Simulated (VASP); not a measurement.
# AlP5 (P6/mmm) in VASP: further runs, part 2 of 2

VASP 6.6.1. Earlier steps stand in the parts before.

## Step 4: Single point, PBE

This run uses another cell than the first one, of 21.67 Å³/atom, 1.055 times its volume.

The input, INCAR:

```
SYSTEM = AlP5
ALGO = Normal
EDIFF = 1E-6
ENCUT = 520
GGA = PE
ISIF = 2
ISMEAR = 0
LASPH = .TRUE.
LCHARG = .FALSE.
LREAL = .FALSE.
LWAVE = .FALSE.
NBANDS = 23
NELM = 60
PREC = Accurate
SIGMA = 0.1
```

The input, KPOINTS:

```
k-points
0
G
  3 3 6
  0 0 0
```

The input, POSCAR:

```
AlP5
1.0
    7.9816255084      0.0000000000      0.0000000000
   -3.9908127542      6.9122904538      0.0000000000
    0.0000000000      0.0000000000      2.3570556750
Al P
1 5
Direct
    0.0000000000      0.0000000000      0.5000000000
    0.5000000000      0.0000000000      0.5000000000
    0.0000000000      0.5000000000      0.5000000000
    0.5000000000      0.5000000000      0.5000000000
    0.3333333333      0.6666666667      0.5000000000
    0.6666666667      0.3333333333      0.5000000000
```

Potentials or basis: VASP PAW PBE potentials, release 64 (Al, P).

Launch:

```sh
cat potpaw_PBE.64/Al/POTCAR potpaw_PBE.64/P/POTCAR > POTCAR
mpirun -np 1 vasp_std > vasp.out
```

OUTCAR:

```text
SYSTEM = AlP5
   EDIFF = 1E-6
   ENCUT = 520
   GGA = PE
   ISIF = 2
   ISMEAR = 0
   LASPH = .TRUE.
   LREAL = .FALSE.
   NELM = 60
   PREC = Accurate

 ion  position               nearest neighbor table
   1  0.000  0.000  0.500-
   2  0.500  0.000  0.500-   5 2.30   6 2.30
   3  0.000  0.500  0.500-   5 2.30   6 2.30
   4  0.500  0.500  0.500-   5 2.30   6 2.30
   5  0.333  0.667  0.500-   3 2.30   2 2.30   4 2.30
   6  0.667  0.333  0.500-   3 2.30   2 2.30   4 2.30

  LATTYP: Found a hexagonal cell.
 ALAT       =     7.9816255084
 C/A-ratio  =     0.2953102313

  Lattice vectors:

 A1 = (   7.9816255084,   0.0000000000,   0.0000000000)
 A2 = (  -3.9908127542,   6.9122904538,   0.0000000000)
 A3 = (   0.0000000000,   0.0000000000,   2.3570556750)

Analysis of symmetry for initial positions (statically):
=====================================================================
 Subroutine PRICEL returns:
 Original cell was already a primitive cell.

 Routine SETGRP: Setting up the symmetry group for a
 hexagonal supercell.
[... 164 lines left out ...]

 val. band max:        5.2418937463   @ k =   0.0000   0.0000   0.3333
 cond. band min:       5.3164832378   @ k =   0.3333   0.3333   0.1667
 fundamental gap:      0.0745894915
 Fermi energy:         5.2560615169

 k-point     1 :       0.0000    0.0000    0.0000
  band No.  band energies     occupation
      1     -10.7090      2.00000
      2      -9.1764      2.00000
      3      -8.0733      2.00000
      4      -8.0733      2.00000
      5      -3.7853      2.00000
      6      -2.4269      2.00000
[... 301 lines left out ...]
     22       9.2216      0.00000
     23       9.6495      0.00000

------------------------ aborting loop because EDIFF is reached ----------------------------------------

  FORCE on cell =-STRESS in cart. coord.  units (eV):
  Direction    XX          YY          ZZ          XY          YZ          ZX
  --------------------------------------------------------------------------------------
  -------------------------------------------------------------------------------------
  Total       -0.1205412     -0.1205412     -0.1569488      0.0000000     -0.0000000      0.0000000
  in kB       -1.4851244     -1.4851244     -1.9336834      0.0000000     -0.0000000      0.0000000
  external PRESSURE =      -1.6346441 kB  Pullay stress =       0.0000000 kB

 VOLUME and BASIS-vectors are now :
 -----------------------------------------------------------------------------
  energy-cutoff  :      520.00
  volume of cell :      130.04
      direct lattice vectors                 reciprocal lattice vectors
     7.981625508  0.000000000  0.000000000     0.125287762  0.072334923  0.000000000
    -3.990812754  6.912290454  0.000000000     0.000000000  0.144669847  0.000000000
     0.000000000  0.000000000  2.357055675     0.000000000  0.000000000  0.424258116

 POSITION                                       TOTAL-FORCE (eV/Angst)
 -----------------------------------------------------------------------------------
      0.00000      0.00000      1.17853         0.000000      0.000000      0.000000
      3.99081      0.00000      1.17853         0.000000      0.000000      0.000000
     -1.99541      3.45615      1.17853         0.000000      0.000000      0.000000
      1.99541      3.45615      1.17853         0.000000      0.000000      0.000000
     -0.00000      4.60819      1.17853        -0.000000     -0.000000      0.000000
      3.99081      2.30410      1.17853         0.000000      0.000000      0.000000
 -----------------------------------------------------------------------------------
    total drift:                                0.000000      0.000000      0.000000

  FREE ENERGIE OF THE ION-ELECTRON SYSTEM (eV)
  ---------------------------------------------------
  free  energy   TOTEN  =       -27.6461871631 eV

  energy  without entropy=      -27.6326539263  energy(sigma->0) =      -27.63942054
```

OSZICAR:

```text
N       E                     dE             d eps       ncg     rms          rms(c)
DAV:   1     0.931923727781E+02    0.93192E+02   -0.11028E+04   552   0.101E+03
DAV:   2    -0.201439239891E+02   -0.11334E+03   -0.10744E+03   713   0.159E+02
DAV:   3    -0.277604961741E+02   -0.76166E+01   -0.74073E+01   721   0.404E+01
DAV:   4    -0.279056656360E+02   -0.14517E+00   -0.14470E+00   701   0.650E+00
DAV:   5    -0.279091982868E+02   -0.35327E-02   -0.35319E-02   757   0.956E-01    0.109E+01
DAV:   6    -0.276921501613E+02    0.21705E+00   -0.25218E-01   718   0.201E+00    0.653E+00
DAV:   7    -0.276476650392E+02    0.44485E-01   -0.17032E-01   664   0.161E+00    0.687E-01
DAV:   8    -0.276476760254E+02   -0.10986E-04   -0.44437E-02   695   0.674E-01    0.265E-01
DAV:   9    -0.276459603356E+02    0.17157E-02   -0.78585E-03   671   0.257E-01    0.161E-01
DAV:  10    -0.276462377258E+02   -0.27739E-03   -0.90028E-04   636   0.112E-01    0.610E-02
DAV:  11    -0.276462038151E+02    0.33911E-04   -0.86367E-04   694   0.811E-02    0.206E-02
DAV:  12    -0.276461840174E+02    0.19798E-04   -0.70119E-05   686   0.297E-02    0.147E-02
DAV:  13    -0.276461891152E+02   -0.50978E-05   -0.13105E-05   686   0.161E-02    0.932E-03
DAV:  14    -0.276461871560E+02    0.19591E-05   -0.61654E-06   599   0.550E-03    0.128E-03
DAV:  15    -0.276461871631E+02   -0.71016E-08   -0.14534E-07   346   0.156E-03
   1 F= -.27646187E+02 E0= -.27639421E+02  d E =-.135332E-01
```

Wall time 29 s (1 thread of Intel Xeon Platinum 8488C (Sapphire Rapids), shared host); peak memory 0.24 GiB.

What came out:

```
Free energy            : -27.6462 eV
Pressure               : -0.2 GPa
Band gap on the k mesh : zero (band 14 reaches 5.65 eV, above the bottom of band 15 at 4.36 eV)
```

Levels at points of the mesh, in eV from the Fermi level:
```tsv
k point	band 11	band 12	band 13	band 14	band 15	band 16	band 17	band 18
(0.00, 0.00, 0.00)	-2.40	-2.21	-2.21	0.30	0.30	0.32	3.25	3.25
(0.00, 0.00, 0.50)	-3.39	-2.62	-1.56	0.39	0.39	0.90	1.59	2.11
```

Caveat: the k points lie up to 0.44 Å⁻¹ apart.

## Step 5: Relaxation of cell and atoms, PBE

The input, INCAR:

```
  PREC = Accurate
  ENCUT = 600
  EDIFF = 1E-6
  ISMEAR = 0
  SIGMA = 0.1
  LREAL = False
  LASPH = True
  NELM = 60
  ALGO = Normal
  ISIF = 3
  LWAVE = False
  LCHARG = False
  GGA = PE
  IBRION = 2
  NSW = 90
  EDIFFG = -0.04
```

The input, KPOINTS:

```
Automatic mesh
0
Gamma
  3 3 4
```

The input, POSCAR:

```
AlP5
1.0
    6.0182378800      0.0000000000      0.0000000000
   -3.0091189400      5.2119468900      0.0000000000
    0.0000000000      0.0000000000      3.9280525400
Al P
1 5
Direct
    0.0000000000      0.0000000000      0.5000000000
    0.5000000000      0.0000000000      0.5000000000
    0.0000000000      0.5000000000      0.5000000000
    0.5000000000      0.5000000000      0.5000000000
    0.3333333300      0.6666666700      0.5000000000
    0.6666666700      0.3333333300      0.5000000000
```

Launch:

```sh
cat potpaw_PBE.64/Al/POTCAR potpaw_PBE.64/P/POTCAR > POTCAR
mpirun -np 1 vasp_std > vasp.out
```

Wall time 3.3 min (1 thread of Intel Xeon Platinum 8488C (Sapphire Rapids), shared host); peak memory 0.26 GiB.

It converged, with:

```yaml
Free_energy: -27.2478 eV
Relaxed_volume: 21.38 Å³/atom
Relaxed_cell: a = 7.650 Å, b = 7.650 Å, c = 2.531 Å, α = 90.00°, β = 90.00°, γ = 120.00°
Space_group_after_relaxing_to_0.05_Å: P6/mmm (No. 191)
Energy_gained_by_relaxing: 2297.4 meV/atom
Ionic_steps: 17
Pressure_after_relaxing: 0.0 GPa
Band_gap_on_the_k_mesh: zero (band 14 reaches 6.12 eV, above the bottom of band 15 at 4.69 eV)
```

Step by step:
| step | energy change (eV) | largest force (eV/Å) | pressure (GPa) | volume (Å³) |
| --- | --- | --- | --- | --- |
| 1 | 0.0000 | 0.0000 | 56.70 | 123.21 |
| 2 | -5.8514 | 0.0000 | -7.47 | 285.97 |
| 3 | -11.0187 | 0.0000 | -1.40 | 189.00 |
| 4 | -11.0244 | 0.0000 | -1.00 | 187.55 |
| 5 | -11.0244 | 0.0000 | -0.59 | 186.13 |
| 6 | -11.0786 | 0.0000 | -0.68 | 182.61 |
| 7 | -11.2494 | 0.0000 | -0.80 | 172.03 |
| 8 | -11.7719 | 0.0000 | -0.98 | 150.77 |
| 9 | -12.7034 | 0.0000 | 16.91 | 107.87 |
| 10 | -12.5742 | 0.0000 | -2.41 | 140.16 |
| 11 | -13.6651 | 0.0000 | 2.12 | 124.05 |
| 12 | -13.6809 | 0.0000 | 3.26 | 122.05 |
| 13 | -13.7146 | 0.0000 | 3.65 | 121.68 |
| 14 | -13.7148 | 0.0000 | 3.62 | 121.70 |
| 15 | -13.7530 | 0.0000 | 2.33 | 123.74 |
| 16 | -13.7817 | 0.0000 | -0.60 | 129.52 |
| 17 | -13.7842 | 0.0000 | -0.04 | 128.27 |

Final structure:
```
Al P
1.0
     7.64971    0.00000    0.00000
    -3.82486    6.62484    0.00000
     0.00000    0.00000    2.53107
Al P
1 5
Direct
  0.00000 0.00000 0.50000
  0.50000 0.00000 0.50000
  0.00000 0.50000 0.50000
  0.50000 0.50000 0.50000
  0.33333 0.66667 0.50000
  0.66667 0.33333 0.50000
```

Levels at points of the mesh, in eV from the Fermi level:
```csv
k point,band 11,band 12,band 13,band 14,band 15,band 16,band 17,band 18
"(0.00, 0.00, 0.00)",-1.25,-0.53,-0.53,1.28,1.28,2.71,4.07,4.77
"(0.00, 0.00, 0.50)",-1.96,-1.44,-0.84,0.15,0.15,0.27,2.77,2.77
```

Caveat: the k points lie up to 0.62 Å⁻¹ apart in the final cell.

## Step 6: The runs side by side

| task | cell | k mesh | cutoff (eV) | gap on the mesh (eV) | pressure (GPa) |
| --- | --- | --- | --- | --- | --- |
| single point | a = 6.018, b = 6.018, c = 3.928 Å, angles 90.0, 90.0, 120.0°, 6 atoms | 3 × 3 × 4 | 520 | none | 56.7 |
| single point | a = 7.656, b = 7.656, c = 2.532 Å, angles 90.0, 90.0, 120.0°, 6 atoms | 3 × 3 × 4 | 520 | none | -0.2 |
| single point | a = 7.982, b = 7.982, c = 2.357 Å, angles 90.0, 90.0, 120.0°, 6 atoms | 3 × 3 × 6 | 520 | none | -0.2 |
| relaxation of cell and atoms | relaxed from a = 6.018, b = 6.018, c = 3.928 Å, angles 90.0, 90.0, 120.0°, 6 atoms | 3 × 3 × 4 | 600 | none | 0.0 |

Alike in all rows: level PBE; potentials or basis VASP PAW PBE potentials, release 64 (Al, P); no spin polarisation; smearing gaussian 0.1 eV.

Caveats: all runs use coarse meshes.

Absolute energies hang on the potentials; compare differences alone.
